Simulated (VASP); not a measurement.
# TiO2 (I4_1/amd) in VASP: single point with r2SCAN

Aim: the single point of TiO2 with r2SCAN.

All numbers are computed with VASP 6.6.1; they aren't measurements. Logs are shortened: lines on timing, memory, paths and dates and some standing lists are left out, and cuts for length are marked.

### Step 1. The cell of the first run

It takes space group I4_1/amd (No. 141, tetragonal). The conventional cell has a = 3.778 Å, b = 3.778 Å, c = 9.583 Å, α = 90.00°, β = 90.00°, γ = 90.00°. Ti (site symmetry -4m2) has 6 O at 1.93 to 1.99 Å within 2.6 Å. Within 2.6 Å of O (site symmetry 2mm) lie 3 Ti at 1.93 to 1.99 Å and 2 O at 2.46 Å.

### Step 2. Single point, r2SCAN

The input, POSCAR:

```
TiO2
1.0
   -1.8889063195      1.8889063195      4.7917197248
    1.8889063195     -1.8889063195      4.7917197248
    1.8889063195      1.8889063195     -4.7917197248
Ti O
2 4
Direct
    0.0000000000      0.0000000000      0.0000000000
    0.7500000000      0.2500000000      0.5000000000
    0.2072834803      0.2072834803      0.0000000000
    0.9572834803      0.4572834803      0.5000000000
    0.5427165197      0.0427165197      0.5000000000
    0.7927165197      0.7927165197      0.0000000000
```

The input, INCAR.step1:

```
SYSTEM = TiO2
PREC = Accurate
ENCUT = 520
ISMEAR = 0
SIGMA = 0.02
LREAL = .False.
LASPH = .True.
NELM = 100
NBANDS = 33
GGA = PE
ALGO = Normal
EDIFF = 1E-4
LWAVE = .True.
LCHARG = .False.
```

The input, INCAR.step2:

```
SYSTEM = TiO2
PREC = Accurate
ENCUT = 520
EDIFF = 1E-7
ISMEAR = 0
SIGMA = 0.02
LREAL = .False.
LASPH = .True.
NELM = 100
ALGO = Normal
ISIF = 2
LWAVE = .False.
LCHARG = .False.
METAGGA = R2SCAN
LMIXTAU = .True.
NBANDS = 33
ISTART = 1
```

The input, KPOINTS:

```
regular mesh
0
Gamma
  10 10 10
  0 0 0
```

Potentials or basis: VASP PAW PBE potentials, release 64 (Ti_sv, O).

Started as:

```
$ cat potpaw_PBE.64/Ti_sv/POTCAR potpaw_PBE.64/O/POTCAR > POTCAR
$ cp INCAR.step1 INCAR
$ mpirun -np 1 vasp_std > vasp.out
$ cp INCAR.step2 INCAR
$ mpirun -np 1 vasp_std > vasp.out
```

OUTCAR:

```text
SYSTEM = TiO2
   PREC = Accurate
   ENCUT = 520
   EDIFF = 1E-7
   ISMEAR = 0
   LREAL = .False.
   LASPH = .True.
   NELM = 100
   ISIF = 2
   METAGGA = R2SCAN
   ISTART = 1

 ion  position               nearest neighbor table
   1  0.000  0.000  0.000-   5 1.93   4 1.93   5 1.93   4 1.93   3 1.99   6 1.99
   2  0.750  0.250  0.500-   6 1.93   3 1.93   6 1.93   3 1.93   4 1.99   5 1.99
   3  0.207  0.207  0.000-   2 1.93   2 1.93   1 1.99
   4  0.957  0.457  0.500-   1 1.93   1 1.93   2 1.99
   5  0.543  0.043  0.500-   1 1.93   1 1.93   2 1.99
   6  0.793  0.793  0.000-   2 1.93   2 1.93   1 1.99

  LATTYP: Found a body centered tetragonal cell.
 ALAT       =     3.7778126390
 C/A-ratio  =     2.5367693862

  Lattice vectors:

 A1 = (  -1.8889063195,   1.8889063195,   4.7917197248)
 A2 = (   1.8889063195,  -1.8889063195,   4.7917197248)
 A3 = (   1.8889063195,   1.8889063195,  -4.7917197248)

Analysis of symmetry for initial positions (statically):
=====================================================================
 Subroutine PRICEL returns:
 Original cell was already a primitive cell.

 Routine SETGRP: Setting up the symmetry group for a
 body centered tetragonal supercell.

 Subroutine GETGRP returns: Found 16 space group operations
 (whereof  8 operations were pure point group operations)
 out of a pool of 16 trial point group operations.

The static configuration has the point symmetry D_2d.
 The point group associated with its full space group is D_4h.

Analysis of symmetry for dynamics (positions and initial velocities):
=====================================================================
 Subroutine PRICEL returns:
 Original cell was already a primitive cell.

 Routine SETGRP: Setting up the symmetry group for a
 body centered tetragonal supercell.

 Subroutine GETGRP returns: Found 16 space group operations
 (whereof  8 operations were pure point group operations)
 out of a pool of 16 trial point group operations.

The dynamic configuration has the point symmetry D_2d.
 The point group associated with its full space group is D_4h.

 Subroutine INISYM returns: Found 16 space group operations
 (whereof  8 operations are pure point group operations),
 and found     1 'primitive' translations

----------------------------------------------------------------------------------------

                                     Primitive cell

  volume of cell :      68.3868

  direct lattice vectors                    reciprocal lattice vectors
    -1.888906319  1.888906319  4.791719725     0.000000000  0.264703440  0.104346671
     1.888906319 -1.888906319  4.791719725     0.264703440  0.000000000  0.104346671
     1.888906319  1.888906319 -4.791719725     0.264703440  0.264703440  0.000000000

  length of vectors
     5.486028809  5.486028809  5.486028809     0.284527922  0.284527922  0.374347194

  position of ions in fractional coordinates (direct lattice)
     0.000000000  0.000000000  0.000000000
     0.750000000  0.250000000  0.500000000
     0.207283480  0.207283480  0.000000000
     0.957283480  0.457283480  0.500000000
     0.542716520  0.042716520  0.500000000
     0.792716520  0.792716520  0.000000000

  ion indices of the primitive-cell ions
   primitive index   ion index
                 1           1
                 2           2
                 3           3
                 4           4
                 5           5
                 6           6

----------------------------------------------------------------------------------------

 KPOINTS: regular mesh

Automatic generation of k-mesh.
 Grid dimensions read from file:
 generate k-points for:   10   10   10

 Generating k-lattice:

  Cartesian coordinates                     Fractional coordinates (reciprocal lattice)
     0.000000000  0.026470344  0.010434667     0.100000000  0.000000000  0.000000000
     0.026470344  0.000000000  0.010434667     0.000000000  0.100000000  0.000000000
     0.026470344  0.026470344  0.000000000     0.000000000  0.000000000  0.100000000

  Length of vectors
     0.028452792  0.028452792  0.037434719

  Shift w.r.t. Gamma in fractional coordinates (k-lattice)
     0.000000000  0.000000000  0.000000000

 Subroutine IBZKPT returns following result:
 ===========================================

 Found    102 irreducible k-points:

 Following reciprocal coordinates:
            Coordinates               Weight
  0.000000  0.000000  0.000000      1.000000
  0.100000  0.000000 -0.000000      8.000000
  0.200000  0.000000 -0.000000      8.000000
  0.300000  0.000000 -0.000000      8.000000
  0.400000  0.000000 -0.000000      8.000000
  0.500000  0.000000 -0.000000      4.000000
[... 16 lines left out ...]
  0.300000  0.300000 -0.000000      8.000000
  0.400000  0.300000  0.000000     16.000000
 [... further k-points ...]
   k-points           NKPTS =    102   k-points in BZ     NKDIM =    102   number of bands    NBANDS=     33
   number of dos      NEDOS =    301   number of ions     NIONS =      6
   total plane-waves  NPLWV =  74088
   dimension x,y,z NGX =    42 NGY =   42 NGZ =   42
   dimension x,y,z NGXF=    84 NGYF=   84 NGZF=   84
   ions per type =               2   4
   NGX,Y,Z   is equivalent  to a cutoff of  12.73, 12.73, 12.73 a.u.
   NGXF,Y,Z  is equivalent  to a cutoff of  25.45, 25.45, 25.45 a.u.
 SYSTEM =  TiO2
   PREC   = accura    normal or accurate (medium, high low for compatibility)
   ISTART =      1    job   : 0-new  1-cont  2-samecut
   ICHARG =      0    charge: 1-file 2-atom 10-const
   ISPIN  =      1    spin polarized calculation?
   LNONCOLLINEAR =      F non collinear calculations
   LSORBIT =      F    spin-orbit coupling
   LASPH  =      T    aspherical Exc in radial PAW
   ENCUT  =  520.0 eV  38.22 Ry    6.18 a.u.  10.20 10.20 10.20*2*pi/ulx,y,z
   NELM   =    100;   NELMIN=  2; NELMDL=  0     # of ELM steps
   EDIFF  = 0.1E-06   stopping-criterion for ELM
   LREAL  =      F    real-space projection
   EDIFFG = 0.1E-05   stopping-criterion for IOM
   NSW    =      0    number of steps for IOM
   IBRION =     -1    ionic relax: 0-MD 1-quasi-New 2-CG
   NFREE  =      0    steps in history (QN), initial steepest desc. (CG)
   ISIF   =      2    stress and relaxation
   ISYM   =      2    0-nonsym 1-usesym 2-fastsym
   POTIM  = 0.5000    time-step for ionic-motion
   TEBEG  =    0.0;   TEEND  =   0.0 temperature during run
   PSTRESS=    0.0 pullay stress
   NELECT =      48.0000    total number of electrons
   NUPDOWN=      -1.0000    fix difference up-down
   EMIN   =  10.00;   EMAX   =-10.00  energy-range for DOS
   EFERMI =   0.00;   METHOD = LEGACY
   ISMEAR =     0;   SIGMA  =   0.02  broadening in eV -4-tet -1-fermi 0-gaus
   EFERMI_NEDOS =   21; number of points for ismear=-14 and -15
   IALGO  =     38    algorithm
   IMIX   =      4    mixing-type and parameters
     AMIX     =   0.40;   BMIX     =  1.00
     AMIX_MAG =   1.60;   BMIX_MAG =  1.00
  volume/ion in A,a.u.               =      11.40        76.92
  Fermi-wavevector in a.u.,A,eV,Ry     =   1.454893  2.749350 28.799652  2.116715
  Thomas-Fermi vector in A             =   2.571991
   LORBIT       =      0    0 simple, 1 ext, 2 COOP (PROOUT), +10 PAW based schemes
   METAGGA = R2SCAN    functional components
   LHFCALC =     F    Hartree Fock is set to
   AEXX    =    0.0000 exact exchange contribution
   IVDW    =     0    specifies the selected vdW correction
   LEPSILON=     F    determine dielectric tensor
   LRPA    =     F    only Hartree local field effects (RPA)
 non-spin polarized calculation
 Gauss-broadening in eV      SIGMA  =   0.02
  energy-cutoff  :      520.00
  volume of cell :       68.39
 maximum number of plane-waves:      1858
 NGX is ok and might be reduce to    42
   NGX = 21   NGY = 21   NGZ = 21

 number of electron      47.9999993 magnetization

 Free energy of the ion-electron system (eV)
  ---------------------------------------------------
  ext. energy  EPLUGINS =         0.00000000
  ---------------------------------------------------
  free energy    TOTEN  =       -69.85811646 eV

  energy without entropy =      -69.85811646  energy(sigma->0) =      -69.85811646

 E-fermi :   3.1056     XC(G=0): -11.4455

 val. band max:        3.0049253686   @ k =  -0.4000   0.4000   0.0000
 cond. band min:       5.5689096271   @ k =   0.0000   0.0000   0.0000
 fundamental gap:      2.5639842585
 Fermi energy:         3.1056372377

 k-point     1 :       0.0000    0.0000    0.0000
  band No.  band energies     occupation
      1     -55.5682      2.00000
      2     -55.5092      2.00000
      3     -30.9854      2.00000
      4     -30.7373      2.00000
      5     -30.7373      2.00000
      6     -30.6683      2.00000
[... 25 lines left out ...]
     32       8.6176      0.00000
     33       8.6893      0.00000

 k-point     2 :       0.1000    0.0000   -0.0000
  band No.  band energies     occupation
      1     -55.5669      2.00000
      2     -55.5101      2.00000
      3     -30.9828      2.00000
      4     -30.7516      2.00000
      5     -30.7382      2.00000
      6     -30.6743      2.00000
[... 25 lines left out ...]
     32       8.7375      0.00000
     33       9.0042      0.00000

 k-point     3 :       0.2000    0.0000   -0.0000
  band No.  band energies     occupation
      1     -55.5633      2.00000
      2     -55.5125      2.00000
      3     -30.9761      2.00000
      4     -30.7874      2.00000
      5     -30.7404      2.00000
      6     -30.6885      2.00000
[... 25 lines left out ...]
     32       9.0983      0.00000
     33       9.4592      0.00000

 k-point     4 :       0.3000    0.0000   -0.0000
  band No.  band energies     occupation
      1     -55.5582      2.00000
      2     -55.5161      2.00000
      3     -30.9683      2.00000
      4     -30.8303      2.00000
      5     -30.7427      2.00000
      6     -30.7023      2.00000
[... 673 lines left out ...]
     32       9.8807      0.00000
     33       9.9145      0.00000

 k-point    23 :       0.3000    0.3000   -0.0000
  band No.  band energies     occupation
      1     -55.5457      2.00000
      2     -55.5253      2.00000
      3     -30.9426      2.00000
      4     -30.8828      2.00000
      5     -30.7892      2.00000
      6     -30.7444      2.00000
[... 25 lines left out ...]
     32       9.8943      0.00000
     33      10.7321      0.00000

 k-point    24 :       0.4000    0.3000    0.0000
  band No.  band energies     occupation
      1     -55.5419      2.00000
      2     -55.5278      2.00000
      3     -30.9463      2.00000
      4     -30.9062      2.00000
      5     -30.7922      2.00000
      6     -30.7614      2.00000
[... 25 lines left out ...]
     32       9.8996      0.00000
     33      10.8237      0.00000

 [... further k-points ...]

------------------------ aborting loop because EDIFF is reached ----------------------------------------

  FORCE on cell =-STRESS in cart. coord.  units (eV):
  Direction    XX          YY          ZZ          XY          YZ          ZX
  --------------------------------------------------------------------------------------
  -------------------------------------------------------------------------------------
  Total        0.5545510      0.5545510      0.4652204      0.0000000      0.0000000      0.0000000
  in kB       12.9921145     12.9921145     10.8992621      0.0000000      0.0000000      0.0000000
  external PRESSURE =      12.2944971 kB  Pullay stress =       0.0000000 kB

 VOLUME and BASIS-vectors are now :
 -----------------------------------------------------------------------------
  energy-cutoff  :      520.00
  volume of cell :       68.39
      direct lattice vectors                 reciprocal lattice vectors
    -1.888906319  1.888906319  4.791719725     0.000000000  0.264703440  0.104346671
     1.888906319 -1.888906319  4.791719725     0.264703440  0.000000000  0.104346671
     1.888906319  1.888906319 -4.791719725     0.264703440  0.264703440  0.000000000

 POSITION                                       TOTAL-FORCE (eV/Angst)
 -----------------------------------------------------------------------------------
      0.00000      0.00000      0.00000        -0.000000     -0.000000     -0.000000
      0.00000      1.88891      2.39586        -0.000000     -0.000000     -0.000000
      0.00000      0.00000      1.98649         0.000000      0.000000      0.026207
     -0.00000      1.88891      4.38235         0.000000      0.000000      0.026207
      0.00000      1.88891      0.40937         0.000000      0.000000     -0.026207
      0.00000      0.00000      7.59695        -0.000000     -0.000000     -0.026207
 -----------------------------------------------------------------------------------
    total drift:                                0.000000     -0.000000     -0.000000

  FREE ENERGIE OF THE ION-ELECTRON SYSTEM (eV)
  ---------------------------------------------------
  free  energy   TOTEN  =       -69.8581164574 eV

  energy  without entropy=      -69.8581164574  energy(sigma->0) =      -69.85811646
```

Run time: 17 min. Hardware: 1 thread of Intel Xeon 6975P-C (Granite Rapids), shared host; peak memory 0.39 GiB.

Results:

| Quantity | Value |
| --- | --- |
| Free energy | -69.8581 eV |
| Pressure | 1.2 GPa |
| Largest force | 0.026 eV/Å |
| Band gap on the k mesh | 2.56 eV, indirect (least direct gap 2.89 eV) |

Forces in eV/Å, atoms in the order of the input:
```
Ti   0.000  0.000  0.000
Ti   0.000  0.000  0.000
O    0.000  0.000  0.026
O    0.000  0.000  0.026
O    0.000  0.000 -0.026
O    0.000  0.000 -0.026
```

Stress tensor (GPa, compression positive):
```
1.30 0.00 0.00
0.00 1.30 0.00
0.00 0.00 1.09
```

Levels at points of the mesh, in eV from the valence-band top:
| k point | band 22 | band 23 | band 24 | band 25 | band 26 | band 27 |
| --- | --- | --- | --- | --- | --- | --- |
| (0.00, 0.00, 0.00) | -0.79 | -0.46 | -0.46 | 2.56 | 3.28 | 4.47 |
| (0.50, 0.00, 0.00) | -0.95 | -0.87 | -0.67 | 3.69 | 3.97 | 4.01 |
| (0.50, 0.50, 0.00) | -2.07 | -0.04 | -0.04 | 3.75 | 3.75 | 4.21 |
| (0.50, 0.50, 0.50) | -1.29 | -0.11 | -0.11 | 2.91 | 2.91 | 4.23 |

Caveat: the PAW data sets were made with another functional, which shifts forces and pressure a little. A k mesh can miss the band edges.
